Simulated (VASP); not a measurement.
# Rh (I4/mmm) in VASP: notebook, part 2 of 2

VASP 6.6.1. Earlier steps stand in the parts before.

## Step 3: Single point, r2SCAN (strain +0.030 along x and y, +0.000 along z)

POSCAR

```
Rh
1.0
    0.0000000000      1.9585965000      1.9015500000
    1.9585965000      0.0000000000      1.9015500000
    1.9585965000      1.9585965000      0.0000000000
Rh
1
Direct
    0.0000000000      0.0000000000      0.0000000000
```

INCAR.step1

```
PREC     = Accurate       # precision mode
ENCUT    = 520            # plane-wave cutoff, eV
ISMEAR   = 0              # smearing method
SIGMA    = 0.15           # smearing width, eV
LREAL    = False          # projectors in reciprocal space
LASPH    = True           # aspherical terms in the spheres
NELM     = 60             # most SCF steps
NBANDS   = 14             # bands
GGA      = PE             # functional
ALGO     = Normal         # electronic algorithm
EDIFF    = 1E-4           # SCF threshold, eV
LWAVE    = True           # write WAVECAR
LCHARG   = False          # write CHGCAR
```

INCAR.step2

```
PREC     = Accurate       # precision mode
ENCUT    = 520            # plane-wave cutoff, eV
EDIFF    = 1E-6           # SCF threshold, eV
ISMEAR   = 0              # smearing method
SIGMA    = 0.15           # smearing width, eV
LREAL    = False          # projectors in reciprocal space
LASPH    = True           # aspherical terms in the spheres
NELM     = 60             # most SCF steps
ALGO     = Normal         # electronic algorithm
ISIF     = 2              # what is computed and relaxed
LWAVE    = False          # write WAVECAR
LCHARG   = True           # write CHGCAR
METAGGA  = R2SCAN         # meta-GGA
LMIXTAU  = True         
LELF     = True           # ELF
LVHAR    = True         
NBANDS   = 14             # bands
ISTART   = 1
```

KPOINTS

```
Automatic mesh
0
Gamma
  22 22 22
```

Potentials or basis: VASP PAW PBE potentials, release 64 (Rh_pv).

Launch:

```sh
$ cat potpaw_PBE.64/Rh_pv/POTCAR > POTCAR
$ cp INCAR.step1 INCAR
$ mpirun -np 1 vasp_std > vasp.out
$ cp INCAR.step2 INCAR
$ mpirun -np 1 vasp_std > vasp.out
```

OUTCAR:

```text
PREC = Accurate
   ENCUT = 520
   EDIFF = 1E-6
   ISMEAR = 0
   LREAL = False
   LASPH = True
   NELM = 60
   ISIF = 2
   METAGGA = R2SCAN
   ISTART = 1

 ion  position               nearest neighbor table
   1  0.000  0.000  0.000-

  LATTYP: Found a body centered tetragonal cell.
 ALAT       =     2.7698737335
 C/A-ratio  =     1.3730228761

  Lattice vectors:

 A1 = (   0.0000000000,  -1.9585965000,  -1.9015500000)
 A2 = (   0.0000000000,   1.9585965000,  -1.9015500000)
 A3 = (   1.9585965000,   0.0000000000,   1.9015500000)

Analysis of symmetry for initial positions (statically):
=====================================================================
 Subroutine PRICEL returns:
 Original cell was already a primitive cell.

 Routine SETGRP: Setting up the symmetry group for a
 body centered tetragonal supercell.

 Subroutine GETGRP returns: Found 16 space group operations
 (whereof 16 operations were pure point group operations)
 out of a pool of 16 trial point group operations.

The static configuration has the point symmetry D_4h.

Analysis of symmetry for dynamics (positions and initial velocities):
=====================================================================
 Subroutine PRICEL returns:
 Original cell was already a primitive cell.

 Routine SETGRP: Setting up the symmetry group for a
 body centered tetragonal supercell.

 Subroutine GETGRP returns: Found 16 space group operations
 (whereof 16 operations were pure point group operations)
 out of a pool of 16 trial point group operations.

The dynamic configuration has the point symmetry D_4h.

 Subroutine INISYM returns: Found 16 space group operations
 (whereof 16 operations are pure point group operations),
 and found     1 'primitive' translations

----------------------------------------------------------------------------------------

                                     Primitive cell

  volume of cell :      14.5891
[... 109 lines left out ...]
  Fermi-wavevector in a.u.,A,eV,Ry     =   1.652327  3.122445 37.146419  2.730185
  Thomas-Fermi vector in A             =   2.740955
   LORBIT       =      0    0 simple, 1 ext, 2 COOP (PROOUT), +10 PAW based schemes
   METAGGA = R2SCAN    functional components
   LHFCALC =     F    Hartree Fock is set to
   AEXX    =    0.0000 exact exchange contribution
   IVDW    =     0    specifies the selected vdW correction
   LEPSILON=     F    determine dielectric tensor
   LRPA    =     F    only Hartree local field effects (RPA)
 non-spin polarized calculation
 Gauss-broadening in eV      SIGMA  =   0.15
  energy-cutoff  :      520.00
  volume of cell :       14.59
 maximum number of plane-waves:       407
   NGX = 11   NGY = 11   NGZ = 11

 number of electron      14.9999999 magnetization

 Free energy of the ion-electron system (eV)
  ---------------------------------------------------
  ext. energy  EPLUGINS =         0.00000000
  ---------------------------------------------------
  free energy    TOTEN  =       -24.10264862 eV

  energy without entropy =      -24.08660677  energy(sigma->0) =      -24.09462769

 E-fermi :  10.6683     XC(G=0): -14.7634

 val. band max:       10.6673960038   @ k =   0.3182   0.0455   0.2273
 cond. band min:      10.6700811534   @ k =  -0.0909   0.2273   0.1818
 fundamental gap:      0.0026851496
 Fermi energy:        10.6683335113

 k-point     1 :       0.0000    0.0000    0.0000
  band No.  band energies     occupation
      1     -37.0091      2.00000
      2     -37.0091      2.00000
      3     -36.9926      2.00000
      4       2.9442      2.00000
      5       7.6934      2.00000
      6       7.6934      2.00000
      7       7.9895      2.00000
      8       9.5105      2.00000
      9       9.8624      2.00000
     10      27.4304      0.00000
     11      28.1518      0.00000
     12      32.5338      0.00000
     13      32.5338      0.00000
     14      33.4108      0.00000
[... 377 lines left out ...]
      1     -37.6338      2.00000
      2     -37.1124      2.00000
      3     -37.0844      2.00000
      4       4.9074      2.00000
      5       7.5901      2.00000
      6       7.8009      2.00000
      7      10.4877      1.91143
      8      11.1897      0.00000
      9      12.2045      0.00000
     10      19.3601      0.00000
     11      27.0858      0.00000
     12      28.1521      0.00000
     13      32.2250      0.00000
     14      32.3151      0.00000

 [... further k-points ...]
[... 5 lines left out ...]
  --------------------------------------------------------------------------------------
  -------------------------------------------------------------------------------------
  Total       -1.4315365     -1.4315365     -0.8903912      0.0000000     -0.0000000     -0.0000000
  in kB     -157.2118678   -157.2118678    -97.7830908      0.0000000     -0.0000000     -0.0000000
  external PRESSURE =    -137.4022755 kB  Pullay stress =       0.0000000 kB

 VOLUME and BASIS-vectors are now :
 -----------------------------------------------------------------------------
  energy-cutoff  :      520.00
  volume of cell :       14.59
      direct lattice vectors                 reciprocal lattice vectors
     0.000000000  1.958596500  1.901550000    -0.255284843  0.255284843  0.262943388
     1.958596500  0.000000000  1.901550000     0.255284843 -0.255284843  0.262943388
     1.958596500  1.958596500  0.000000000     0.255284843  0.255284843 -0.262943388

 POSITION                                       TOTAL-FORCE (eV/Angst)
 -----------------------------------------------------------------------------------
      0.00000      0.00000      0.00000        -0.000000     -0.000000      0.000000
 -----------------------------------------------------------------------------------
    total drift:                                0.000000      0.000000      0.000000

  FREE ENERGIE OF THE ION-ELECTRON SYSTEM (eV)
  ---------------------------------------------------
  free  energy   TOTEN  =       -24.1026486186 eV

  energy  without entropy=      -24.0866067708  energy(sigma->0) =      -24.09462769
```

OUTCAR.step1:

```text
PREC = Accurate
   ENCUT = 520
   ISMEAR = 0
   LREAL = False
   LASPH = True
   NELM = 60
[... 623 lines left out ...]

 POSITION                                       TOTAL-FORCE (eV/Angst)
 -----------------------------------------------------------------------------------
      0.00000      0.00000      0.00000         0.000000      0.000000      0.000000
 -----------------------------------------------------------------------------------
    total drift:                                0.000000      0.000000      0.000000

  FREE ENERGIE OF THE ION-ELECTRON SYSTEM (eV)
  ---------------------------------------------------
  free  energy   TOTEN  =        -7.2461090259 eV

  energy  without entropy=       -7.2294213603  energy(sigma->0) =       -7.23776519
```

It took 6 min on 1 thread of Intel Xeon Platinum 8124M at 3.00GHz (Skylake/Cascade Lake), shared host; peak memory 0.26 GiB.

What came out:

| Quantity | Value |
| --- | --- |
| Free energy | -24.1026 eV |
| Pressure | -13.7 GPa |
| Band gap on the k mesh | zero (an odd number of electrons rules out a gap without spin polarisation) |

Stress tensor (GPa, compression positive):
```
-15.72   0.00   0.00
  0.00 -15.72   0.00
  0.00   0.00  -9.78
```

Caveat: the cell differs from its parent crystal (strain +0.030 along x and y, +0.000 along z); the stress differs along the axes, from -16 to -10 GPa; the PAW data sets were made with another functional, which shifts forces and pressure a little.

## Step 4: Single point, r2SCAN (strain +0.015 along x and y, +0.030 along z)

POSCAR

```
Rh
1.0
    0.0000000000      1.9300732500      1.9585965000
    1.9300732500      0.0000000000      1.9585965000
    1.9300732500      1.9300732500      0.0000000000
Rh
1
Direct
    0.0000000000      0.0000000000      0.0000000000
```

INCAR.step1

```
SYSTEM = Rh
PREC = Accurate ; ENCUT = 520
ISMEAR = 0 ; SIGMA = 0.15
LREAL = .False. ; LASPH = .True.
NELM = 80 ; NBANDS = 14
GGA = PE ; ALGO = Normal
EDIFF = 1E-4 ; LWAVE = .True.
LCHARG = .False.
```

INCAR.step2

```
SYSTEM = Rh
PREC = Accurate ; ENCUT = 520
EDIFF = 1E-6 ; ISMEAR = 0
SIGMA = 0.15 ; LREAL = .False.
LASPH = .True. ; NELM = 80
ALGO = Normal ; ISIF = 2
LWAVE = .False. ; LCHARG = .True.
METAGGA = R2SCAN ; LMIXTAU = .True.
LELF = .True. ; LVHAR = .True.
NBANDS = 14 ; ISTART = 1
```

KPOINTS

```
regular mesh
0
Gamma
  22 22 22
  0 0 0
```

Launch:

```sh
$ cat potpaw_PBE.64/Rh_pv/POTCAR > POTCAR
$ cp INCAR.step1 INCAR
$ mpirun -np 1 vasp_std > vasp.out
$ cp INCAR.step2 INCAR
$ mpirun -np 1 vasp_std > vasp.out
```

It took 5.6 min on 1 thread of Intel Xeon Platinum 8124M at 3.00GHz (Skylake/Cascade Lake), shared host; peak memory 0.26 GiB.

It converged, with:

```
Free energy            : -24.1064 eV
Pressure               : -13.9 GPa
Band gap on the k mesh : zero (an odd number of electrons rules out a gap without spin polarisation)
```

Stress tensor (GPa, compression positive):
```
-12.86   0.00   0.00
  0.00 -12.86   0.00
  0.00   0.00 -15.90
```

Levels at points of the mesh, in eV from the Fermi level:
```csv
k point,band 4,band 5,band 6,band 7,band 8,band 9,band 10,band 11
"(0.00, 0.00, 0.00)",-7.72,-2.98,-2.83,-2.83,-1.07,-0.89,16.75,17.48
"(0.50, 0.00, 0.00)",-5.83,-3.06,-2.90,0.50,0.57,0.98,8.48,16.28
"(0.50, 0.50, 0.00)",-5.97,-5.62,0.47,0.94,0.94,3.21,11.85,13.83
"(0.50, 0.00, 0.50)",-5.97,-5.63,0.45,0.89,1.02,3.52,12.26,13.49
```

Caveat: the cell differs from its parent crystal (strain +0.015 along x and y, +0.030 along z); the cell stands under tension; an empty level that is flat over the whole mesh can mark a ghost state of the potentials, or a narrow d or f band; the PAW data sets were made with another functional, which shifts forces and pressure a little.

## Step 5: The runs side by side

```csv
cell,gap on the mesh (eV),pressure (GPa)
"a = 2.710, b = 2.710, c = 2.770 Å, angles 59.3, 59.3, 61.5°, 1 atom",none,-10.3
"a = 2.730, b = 2.730, c = 2.770 Å, angles 59.5, 59.5, 61.0°, 1 atom",none,-13.7
"a = 2.750, b = 2.750, c = 2.730 Å, angles 60.2, 60.2, 59.5°, 1 atom",none,-13.9
```

Alike in all rows: task single point; level r2SCAN; potentials or basis VASP PAW PBE potentials, release 64 (Rh_pv); no spin polarisation; k mesh 22 × 22 × 22; cutoff (eV) 520; smearing gaussian 0.15 eV.

Caveats: the PAW data sets were made with another functional, which shifts forces and pressure a little; the stress differs along the axes, from -13 to -4 GPa (at least some runs); the stress differs along the axes, from -16 to -10 GPa (at least some runs); the cell stands under tension (at least some runs); an empty level that is flat over the whole mesh can mark a ghost state of the potentials, or a narrow d or f band (at least some runs).

Total energies depend on the potentials used, so only differences within one code and one set of settings carry meaning.
